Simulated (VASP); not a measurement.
# MgO2 (R-3m) in VASP: notebook

MgO2 is run at these levels: r2SCAN; tasks: relaxation of cell and atoms, single point.

Everything below comes from runs of VASP 6.6.1. Logs are shortened: lines on timing, memory, paths and dates and some standing lists are left out, and cuts for length are marked.

**1. The cell of the first run**

It takes space group R-3m (No. 166, trigonal). The conventional cell has a = 3.210 Å, b = 3.210 Å, c = 10.482 Å, α = 90.00°, β = 90.00°, γ = 120.00°. Mg (site symmetry -3m) has 6 O at 2.11 Å within 2.8 Å. O (site symmetry 3m) has 1 O at 1.49 Å within 2.0 Å.

**2. Relaxation of cell and atoms, r2SCAN**

POSCAR

```
MgO2
1.0
    1.6047610160      0.9265092046      3.4939788749
   -1.6047610160      0.9265092046      3.4939788749
    0.0000000000     -1.8530184092      3.4939788749
Mg O
1 2
Direct
    0.0000000000      0.0000000000      0.0000000000
    0.4287860000      0.4287860000      0.4287860000
    0.5712140000      0.5712140000      0.5712140000
```

INCAR.step1

```
SYSTEM = MgO2
PREC = Accurate
ENCUT = 660
ISMEAR = 0
SIGMA = 0.1
LREAL = .False.
LASPH = .True.
NELM = 120
GGA = PE
ALGO = Normal
EDIFF = 1E-5
LWAVE = .True.
LCHARG = .False.
GGA_COMPAT = .False.
IBRION = 2
ISIF = 3
EDIFFG = -0.005
NELMIN = 4
NSW = 100
```

INCAR.step2

```
SYSTEM = MgO2
PREC = Accurate
ENCUT = 660
EDIFF = 1E-7
ISMEAR = 0
SIGMA = 0.1
LREAL = .False.
LASPH = .True.
NELM = 120
ALGO = Normal
ISIF = 3
LWAVE = .False.
LCHARG = .False.
METAGGA = R2SCAN
LMIXTAU = .True.
IBRION = 2
NSW = 90
EDIFFG = -0.04
ISTART = 1
GGA_COMPAT = .False.
NELMIN = 4
```

KPOINTS

```
regular mesh
0
Gamma
  6 6 6
  0 0 0
```

Potentials or basis: VASP PAW PBE potentials, release 64 (Mg_sv, O).

Launch:

```
$ cat potpaw_PBE.64/Mg_sv/POTCAR potpaw_PBE.64/O/POTCAR > POTCAR
$ cp INCAR.step1 INCAR
$ mpirun -np 1 vasp_std > vasp.out
$ cp INCAR.step2 INCAR
$ mpirun -np 1 vasp_std > vasp.out
```

OUTCAR:

```text
SYSTEM = MgO2
   PREC = Accurate
   ENCUT = 660
   EDIFF = 1E-7
   ISMEAR = 0
   LREAL = .False.
   LASPH = .True.
   NELM = 120
   ISIF = 3
   METAGGA = R2SCAN
   IBRION = 2
   NSW = 90
   EDIFFG = -0.04
   ISTART = 1
   NELMIN = 4

 ion  position               nearest neighbor table
   1  0.000  0.000  0.000-   3 2.11   3 2.11   2 2.11   2 2.11   3 2.11   2 2.11
   2  0.429  0.429  0.429-   3 1.49   1 2.11   1 2.11   1 2.11
   3  0.571  0.571  0.571-   2 1.49   1 2.11   1 2.11   1 2.11

  LATTYP: Found a trigonal (rhomboedric) cell.
 ALAT       =     3.9549419216
 COS(alpha) =     0.6707160928

  Lattice vectors:

 A1 = (   1.6047610160,   0.9265092046,   3.4939788749)
 A2 = (  -1.6047610160,   0.9265092046,   3.4939788749)
 A3 = (   0.0000000000,  -1.8530184092,   3.4939788749)

Analysis of symmetry for initial positions (statically):
=====================================================================
 Subroutine PRICEL returns:
 Original cell was already a primitive cell.

 Routine SETGRP: Setting up the symmetry group for a
 trigonal (rhombohedral) supercell.

 Subroutine GETGRP returns: Found 12 space group operations
 (whereof 12 operations were pure point group operations)
 out of a pool of 12 trial point group operations.

The static configuration has the point symmetry D_3d.

Analysis of symmetry for dynamics (positions and initial velocities):
=====================================================================
 Subroutine PRICEL returns:
 Original cell was already a primitive cell.

 Routine SETGRP: Setting up the symmetry group for a
 trigonal (rhombohedral) supercell.

 Subroutine GETGRP returns: Found 12 space group operations
 (whereof 12 operations were pure point group operations)
 out of a pool of 12 trial point group operations.

The dynamic configuration has the point symmetry D_3d.

 Subroutine INISYM returns: Found 12 space group operations
 (whereof 12 operations are pure point group operations),
 and found     1 'primitive' translations

----------------------------------------------------------------------------------------

                                     Primitive cell

  volume of cell :      31.1696

  direct lattice vectors                    reciprocal lattice vectors
     1.604761016  0.926509205  3.493978875     0.311572873  0.179886682  0.095402218
    -1.604761016  0.926509205  3.493978875    -0.311572873  0.179886682  0.095402218
     0.000000000 -1.853018409  3.493978875     0.000000000 -0.359773364  0.095402218

  length of vectors
     3.954941922  3.954941922  3.954941922     0.372207545  0.372207545  0.372207545

  position of ions in fractional coordinates (direct lattice)
     0.000000000  0.000000000  0.000000000
     0.428786000  0.428786000  0.428786000
     0.571214000  0.571214000  0.571214000

  ion indices of the primitive-cell ions
   primitive index   ion index
                 1           1
                 2           2
                 3           3

----------------------------------------------------------------------------------------

 KPOINTS: regular mesh

Automatic generation of k-mesh.
 Grid dimensions read from file:
 generate k-points for:    6    6    6

 Generating k-lattice:

  Cartesian coordinates                     Fractional coordinates (reciprocal lattice)
     0.051928812  0.029981114  0.015900370     0.166666667 -0.000000000  0.000000000
    -0.051928812  0.029981114  0.015900370    -0.000000000  0.166666667  0.000000000
     0.000000000 -0.059962227  0.015900370     0.000000000  0.000000000  0.166666667

  Length of vectors
     0.062034591  0.062034591  0.062034591

  Shift w.r.t. Gamma in fractional coordinates (k-lattice)
     0.000000000  0.000000000  0.000000000

 Subroutine IBZKPT returns following result:
 ===========================================

 Found     32 irreducible k-points:

 Following reciprocal coordinates:
            Coordinates               Weight
  0.000000  0.000000  0.000000      1.000000
  0.166667 -0.000000  0.000000      6.000000
  0.333333 -0.000000  0.000000      6.000000
  0.500000 -0.000000  0.000000      3.000000
  0.166667  0.166667  0.000000      6.000000
  0.333333  0.166667  0.000000     12.000000
[... 16 lines left out ...]
  0.500000  0.500000  0.166667      6.000000
 -0.333333  0.500000  0.166667     12.000000
 [... further k-points ...]
   k-points           NKPTS =     32   k-points in BZ     NKDIM =     32   number of bands    NBANDS=     15
   number of dos      NEDOS =    301   number of ions     NIONS =      3
   total plane-waves  NPLWV =  46656
   dimension x,y,z NGX =    36 NGY =   36 NGZ =   36
   dimension x,y,z NGXF=    72 NGYF=   72 NGZF=   72
   ions per type =               1   2
   NGX,Y,Z   is equivalent  to a cutoff of  15.13, 15.13, 15.13 a.u.
   NGXF,Y,Z  is equivalent  to a cutoff of  30.27, 30.27, 30.27 a.u.
 SYSTEM =  MgO2
   PREC   = accura    normal or accurate (medium, high low for compatibility)
   ISTART =      1    job   : 0-new  1-cont  2-samecut
   ICHARG =      0    charge: 1-file 2-atom 10-const
   ISPIN  =      1    spin polarized calculation?
   LNONCOLLINEAR =      F non collinear calculations
   LSORBIT =      F    spin-orbit coupling
   LASPH  =      T    aspherical Exc in radial PAW
   ENCUT  =  660.0 eV  48.51 Ry    6.96 a.u.   8.28  8.28  8.28*2*pi/ulx,y,z
   NELM   =    120;   NELMIN=  4; NELMDL=  0     # of ELM steps
   EDIFF  = 0.1E-06   stopping-criterion for ELM
   LREAL  =      F    real-space projection
   EDIFFG = -.4E-01   stopping-criterion for IOM
   NSW    =     90    number of steps for IOM
   IBRION =      2    ionic relax: 0-MD 1-quasi-New 2-CG
   NFREE  =      1    steps in history (QN), initial steepest desc. (CG)
   ISIF   =      3    stress and relaxation
   ISYM   =      2    0-nonsym 1-usesym 2-fastsym
   POTIM  = 0.5000    time-step for ionic-motion
   TEBEG  =    0.0;   TEEND  =   0.0 temperature during run
   PSTRESS=    0.0 pullay stress
   NELECT =      22.0000    total number of electrons
   NUPDOWN=      -1.0000    fix difference up-down
   EMIN   =  10.00;   EMAX   =-10.00  energy-range for DOS
   EFERMI =   0.00;   METHOD = LEGACY
   ISMEAR =     0;   SIGMA  =   0.10  broadening in eV -4-tet -1-fermi 0-gaus
   EFERMI_NEDOS =   21; number of points for ismear=-14 and -15
   IALGO  =     38    algorithm
   IMIX   =      4    mixing-type and parameters
     AMIX     =   0.40;   BMIX     =  1.00
     AMIX_MAG =   1.60;   BMIX_MAG =  1.00
  volume/ion in A,a.u.               =      10.39        70.11
  Fermi-wavevector in a.u.,A,eV,Ry     =   1.457601  2.754466 28.906928  2.124599
  Thomas-Fermi vector in A             =   2.574383
   LORBIT       =      0    0 simple, 1 ext, 2 COOP (PROOUT), +10 PAW based schemes
   METAGGA = R2SCAN    functional components
   LHFCALC =     F    Hartree Fock is set to
   AEXX    =    0.0000 exact exchange contribution
   IVDW    =     0    specifies the selected vdW correction
   LEPSILON=     F    determine dielectric tensor
   LRPA    =     F    only Hartree local field effects (RPA)
 conjugate gradient relaxation of ions
 non-spin polarized calculation
 Gauss-broadening in eV      SIGMA  =   0.10
  energy-cutoff  :      660.00
  volume of cell :       31.17
 maximum number of plane-waves:      1222
 NGX is ok and might be reduce to    36
   NGX = 17   NGY = 17   NGZ = 17

--------------------------------------- Ionic step        1  -------------------------------------------

 number of electron      22.0000002 magnetization

 Free energy of the ion-electron system (eV)
  ---------------------------------------------------
  ext. energy  EPLUGINS =         0.00000000
  ---------------------------------------------------
  free energy    TOTEN  =       -21.58088939 eV

  energy without entropy =      -21.58088939  energy(sigma->0) =      -21.58088939

------------------------ aborting loop because EDIFF is reached ----------------------------------------

  FORCE on cell =-STRESS in cart. coord.  units (eV):
  Direction    XX          YY          ZZ          XY          YZ          ZX
  --------------------------------------------------------------------------------------
  -------------------------------------------------------------------------------------
  Total       -1.0347578     -1.0347578     -1.0636210      0.0000000      0.0000000      0.0000000
  in kB      -53.1884902    -53.1884902    -54.6721152      0.0000000      0.0000000      0.0000000
  external PRESSURE =     -53.6830319 kB  Pullay stress =       0.0000000 kB
[... 207 lines left out ...]
  energy  without entropy=      -21.6027931526  energy(sigma->0) =      -21.60279315

--------------------------------------- Ionic step        7  -------------------------------------------

 number of electron      21.9999999 magnetization

 Free energy of the ion-electron system (eV)
  ---------------------------------------------------
  ext. energy  EPLUGINS =         0.00000000
  ---------------------------------------------------
  free energy    TOTEN  =       -21.60321642 eV

  energy without entropy =      -21.60321642  energy(sigma->0) =      -21.60321642

 E-fermi :   2.9787     XC(G=0): -11.2512

 val. band max:        2.4005568632   @ k =   0.5000   0.5000   0.5000
 cond. band min:       5.4819811800   @ k =   0.5000   0.5000   0.5000
 fundamental gap:      3.0814243168
 Fermi energy:         2.9786969513

 k-point     1 :       0.0000    0.0000    0.0000
  band No.  band energies     occupation
      1     -73.6242      2.00000
      2     -38.7641      2.00000
      3     -38.7329      2.00000
      4     -38.7329      2.00000
      5     -20.1562      2.00000
      6     -13.0606      2.00000
      7      -5.3941      2.00000
      8      -1.1123      2.00000
      9      -1.1123      2.00000
     10       1.5220      2.00000
     11       1.5220      2.00000
     12       7.9713      0.00000
     13       8.1118      0.00000
     14      15.9242      0.00000
     15      18.0044      0.00000
[... 397 lines left out ...]
 k-point    24 :      -0.3333    0.5000    0.1667
  band No.  band energies     occupation
      1     -73.6215      2.00000
      2     -38.7675      2.00000
      3     -38.7594      2.00000
      4     -38.7471      2.00000
      5     -19.4774      2.00000
      6     -13.8287      2.00000
      7      -3.9145      2.00000
      8      -2.7264      2.00000
      9      -2.4287      2.00000
     10       0.3041      2.00000
     11       1.9141      2.00000
     12       6.8146      0.00000
     13      12.2512      0.00000
     14      14.0964      0.00000
     15      16.2184      0.00000

 [... further k-points ...]

------------------------ aborting loop because EDIFF is reached ----------------------------------------

  FORCE on cell =-STRESS in cart. coord.  units (eV):
  Direction    XX          YY          ZZ          XY          YZ          ZX
  --------------------------------------------------------------------------------------
  -------------------------------------------------------------------------------------
  Total       -0.0216834     -0.0216834      0.0528010      0.0000000      0.0000000      0.0000000
  in kB       -1.1636683     -1.1636683      2.8336440      0.0000000      0.0000000      0.0000000
  external PRESSURE =       0.1687691 kB  Pullay stress =       0.0000000 kB
[... 18 lines left out ...]
  FREE ENERGIE OF THE ION-ELECTRON SYSTEM (eV)
  ---------------------------------------------------
  free  energy   TOTEN  =       -21.6032164187 eV

  energy  without entropy=      -21.6032164187  energy(sigma->0) =      -21.60321642

 reached required accuracy - stopping structural energy minimisation
```

Run time: 10 min. Hardware: 1 thread of Intel Xeon Platinum 8375C at 2.90GHz (Ice Lake), shared host; peak memory 0.23 GiB.

Results:

| Item | Value |
| --- | --- |
| Free energy | -21.6032 eV |
| Relaxed volume | 9.95 Å³/atom |
| Relaxed cell | a = 3.910 Å, b = 3.910 Å, c = 3.910 Å, α = 47.61°, β = 47.61°, γ = 47.61° |
| Space group after relaxing (to 0.1 Å) | R-3m (No. 166) |
| Energy gained by relaxing | 7.4 meV/atom |
| Ionic steps | 7 |
| Pressure after relaxing | 0.0 GPa |
| Largest force after relaxing | 0.027 eV/Å |
| Band gap on the k mesh | 3.08 eV |

Forces on the atoms (eV/Å):
```
Mg   0.000  0.000  0.000
O    0.000  0.000  0.027
O    0.000  0.000 -0.027
```

Step by step:
```tsv
step	energy change (eV)	largest force (eV/Å)	pressure (GPa)	volume (Å³)
1	0.0000	0.0275	-5.37	31.17
2	-0.0176	0.3338	1.80	29.63
3	-0.0200	0.2374	-0.16	30.01
4	-0.0159	0.5590	0.28	29.67
5	-0.0219	0.0570	-0.05	29.89
6	-0.0219	0.0647	-0.04	29.89
7	-0.0223	0.0271	0.02	29.85
```

Final structure:
```
CELL_PARAMETERS angstrom
1.57832 0.91124 3.45963
-1.57832 0.91124 3.45963
0.00000 -1.82248 3.45963
ATOMIC_POSITIONS crystal
Mg 0.00000 0.00000 0.00000
O 0.42869 0.42869 0.42869
O 0.57131 0.57131 0.57131
```

Caveat: the PAW data sets were made with another functional, which shifts forces and pressure a little.

**3. Single point, r2SCAN**

This run uses another cell than the first one, of 9.96 Å³/atom.

POSCAR

```
MgO2
1.0
    1.5789561221      0.9116107421      3.4593913814
   -1.5789561221      0.9116107421      3.4593913814
    0.0000000000     -1.8232214843      3.4593913814
Mg O
1 2
Direct
    0.0000000000      0.0000000000      0.0000000000
    0.4290871499      0.4290871499      0.4290871499
    0.5709128501      0.5709128501      0.5709128501
```

INCAR.step1

```
PREC = Accurate ; ENCUT = 750
ISMEAR = 0 ; SIGMA = 0.1
LREAL = False ; LASPH = True
NELM = 120 ; NBANDS = 18
GGA = PE ; ALGO = Normal
EDIFF = 1E-5 ; LWAVE = True
LCHARG = False ; GGA_COMPAT = False
```

INCAR.step2

```
PREC = Accurate ; ENCUT = 750
EDIFF = 1E-6 ; ISMEAR = 0
SIGMA = 0.1 ; LREAL = False
LASPH = True ; NELM = 120
ALGO = Normal ; ISIF = 2
LWAVE = False ; LCHARG = False
METAGGA = R2SCAN ; LMIXTAU = True
NBANDS = 18 ; ISTART = 1
GGA_COMPAT = False
```

KPOINTS

```
regular mesh
0
Gamma
  6 6 6
```

Potentials or basis: VASP PAW PBE potentials, release 64 (Mg_sv, O).

Launch:

```
$ cat potpaw_PBE.64/Mg_sv/POTCAR potpaw_PBE.64/O/POTCAR > POTCAR
$ cp INCAR.step1 INCAR
$ mpirun -np 1 vasp_std > vasp.out
$ cp INCAR.step2 INCAR
$ mpirun -np 1 vasp_std > vasp.out
```

Wall time 60 s (1 thread of Intel Xeon 6975P-C (Granite Rapids), shared host); peak memory 0.22 GiB.

The run converged. Its results:

- Free energy: -21.5849 eV
- Pressure: 0.4 GPa
- Largest force: 0.212 eV/Å
- Band gap on the k mesh: 3.15 eV

Forces on the atoms (eV/Å):
```
Mg   0.000  0.000  0.000
O    0.000  0.000 -0.212
O    0.000  0.000  0.212
```

Stress tensor (GPa, compression positive):
```
-0.35  0.00  0.00
 0.00 -0.35  0.00
 0.00  0.00  1.84
```

Levels at points of the mesh, in eV from the valence-band top:
```csv
k point,band 7,band 8,band 9,band 10,band 11,band 12,band 13,band 14,band 15,band 16
"(0.00, 0.00, 0.00)",-7.86,-3.59,-3.59,-0.87,-0.87,5.52,5.82,13.50,15.47,16.04
"(0.50, 0.00, 0.00)",-6.81,-6.39,-3.96,-1.31,-1.20,5.09,9.62,11.63,13.97,15.63
"(0.50, 0.50, 0.00)",-6.15,-5.72,-4.63,-2.21,-0.17,4.41,8.77,12.24,13.97,14.29
"(0.50, 0.50, 0.50)",-5.00,-4.14,-4.14,0.00,0.00,3.15,5.79,10.89,15.59,15.59
```

Caveat: the PAW data sets were made with another functional, which shifts forces and pressure a little. A k mesh can miss the band edges.

**4. Single point, r2SCAN**

This run uses another cell than the first one, of 9.96 Å³/atom.

POSCAR is that of step 3.

INCAR.step1, as its differences from that of step 3:

```diff
@@ -1,2 +1,2 @@
-PREC = Accurate ; ENCUT = 750
+PREC = Accurate ; ENCUT = 660
 ISMEAR = 0 ; SIGMA = 0.1
```

INCAR.step2, as its differences from that of step 3:

```diff
@@ -1,2 +1,2 @@
-PREC = Accurate ; ENCUT = 750
+PREC = Accurate ; ENCUT = 660
 EDIFF = 1E-6 ; ISMEAR = 0
```

KPOINTS is that of step 3.

Launch:

```
$ cat potpaw_PBE.64/Mg_sv/POTCAR potpaw_PBE.64/O/POTCAR > POTCAR
$ cp INCAR.step1 INCAR
$ mpirun -np 1 vasp_std > vasp.out
$ cp INCAR.step2 INCAR
$ mpirun -np 1 vasp_std > vasp.out
```

Run time: 78 s. Hardware: 1 thread of Intel Xeon Platinum 8559C (Emerald Rapids), shared host; peak memory 0.21 GiB.

It converged, with:

```yaml
Free_energy: -21.5952 eV
Pressure: 0.2 GPa
Largest_force: 0.219 eV/Å
Band_gap_on_the_k_mesh: 3.15 eV
```

Forces on the atoms (eV/Å):
```
Mg   0.000  0.000  0.000
O    0.000  0.000 -0.219
O    0.000  0.000  0.219
```

Stress tensor (GPa, compression positive):
```
-0.53  0.00  0.00
 0.00 -0.53  0.00
 0.00  0.00  1.69
```

Levels at points of the mesh, in eV from the valence-band top:
| k point | band 7 | band 8 | band 9 | band 10 | band 11 | band 12 | band 13 | band 14 | band 15 | band 16 |
| --- | --- | --- | --- | --- | --- | --- | --- | --- | --- | --- |
| (0.00, 0.00, 0.00) | -7.86 | -3.59 | -3.59 | -0.87 | -0.87 | 5.52 | 5.82 | 13.50 | 15.48 | 16.04 |
| (0.50, 0.00, 0.00) | -6.81 | -6.39 | -3.96 | -1.31 | -1.20 | 5.09 | 9.62 | 11.64 | 13.97 | 15.63 |
| (0.50, 0.50, 0.00) | -6.15 | -5.72 | -4.63 | -2.21 | -0.17 | 4.41 | 8.77 | 12.24 | 13.98 | 14.28 |
| (0.50, 0.50, 0.50) | -5.00 | -4.14 | -4.14 | 0.00 | 0.00 | 3.15 | 5.78 | 10.90 | 15.59 | 15.59 |

Caveat: the PAW data sets were made with another functional, which shifts forces and pressure a little.

**5. Summary**

| task | cell | cutoff (eV) | mended | gap on the mesh (eV) | pressure (GPa) | largest force (eV/Å) |
| --- | --- | --- | --- | --- | --- | --- |
| relaxation of cell and atoms | relaxed from a = 3.955 Å, angles 47.9°, 3 atoms | 660 | - | 3.08 | 0.0 | 0.03 |
| single point | a = 3.910 Å, angles 47.6°, 3 atoms | 750 | yes | 3.15 | 0.4 | 0.21 |
| single point | a = 3.910 Å, angles 47.6°, 3 atoms | 660 | - | 3.15 | 0.2 | 0.22 |

Alike in all rows: level r2SCAN; potentials or basis VASP PAW PBE potentials, release 64 (Mg_sv, O); no spin polarisation; k mesh 6 × 6 × 6; smearing gaussian 0.1 eV.

Caveats: the PAW data sets were made with another functional, which shifts forces and pressure a little.

Absolute energies hang on the potentials; compare differences alone.
